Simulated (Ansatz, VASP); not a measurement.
# One calculation of Ge, two programs

```
CELL_PARAMETERS angstrom
4.05692 0.00000 0.00000
-2.02846 3.51340 0.00000
0.00000 0.00000 6.79426
ATOMIC_POSITIONS crystal
Ge 0.66667 0.33333 0.06291
Ge 0.33333 0.66667 0.56291
Ge 0.66667 0.33333 0.43709
Ge 0.33333 0.66667 0.93709
```

Change from the starting cell: strain +0.015 along x and y, +0.030 along z, atoms carried along.

Alike in both runs: task single point; functional PBEsol; k mesh 12 × 12 × 8; occupations gaussian, width 0.15 eV; no spin polarisation.

|  | VASP | Ansatz |
| --- | --- | --- |
| version | VASP 6.6.1 | Ansatz 0.2.0 |
| potentials or method | VASP PAW PBE potentials, release 64 (Ge_d), cutoff 520 eV | scalar-relativistic, plane waves, PAW |
| valence electrons in the cell | 56 | 56 |

|  | VASP | Ansatz | Ansatz less VASP |
| --- | --- | --- | --- |
| gap on the k mesh at the Fermi level (eV) | none | none | - |
| pressure (GPa) | -3.5 | -3.5 | +0.06 |
| traceless stress, the component that is largest in VASP (GPa) | -1.42 | -1.42 | -0.003 |
| rms of the force components (eV/Å) | 0.042 | 0.044 | +0.0011 |

VASP's potentials were made for PBE, not for PBEsol. Atom by atom the forces differ by 0.001 eV/Å (rms over components). A gap of «none» marks a metal or a gap that the smearing closes. With one functional, cell and mesh, what is left measures potentials, basis and numerics.
